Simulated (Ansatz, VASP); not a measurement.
## MgSi in VASP and in Ansatz

```
Mg Si
1.0
     2.01911   -5.02011    0.00000
     2.01911    5.02011    0.00000
     0.00000    0.00000    3.64140
Mg Si
2 2
Direct
  0.64836 0.35164 0.75000
  0.35164 0.64836 0.25000
  0.92261 0.07739 0.75000
  0.07739 0.92261 0.25000
```

Alike in both runs: functional PBEsol; k mesh 12 × 12 × 12; occupations gaussian, width 0.1 eV; no spin polarisation.

Ansatz relaxed the structure, and its values are those at the end. VASP's run is a single point on that final structure, the one shown.

```csv
,VASP,Ansatz
version,VASP 6.6.1,Ansatz 0.2.0
potentials or method,"VASP PAW PBE potentials, release 64 (Mg, Si), cutoff 520 eV","scalar-relativistic, plane waves, PAW"
valence electrons in the cell,12,28
```

|  | VASP | Ansatz | Ansatz less VASP |
| --- | --- | --- | --- |
| gap on the k mesh at the Fermi level (eV) | none | none | - |
| pressure (GPa) | 0.0 | 0.0 | +0.05 |

VASP's potentials were made for PBE, not for PBEsol. A gap of «none» marks a metal or a gap that the smearing closes. VASP's potentials hold 12 valence electrons a cell and Ansatz's 28, so a difference there can come from the potentials and not from the codes.
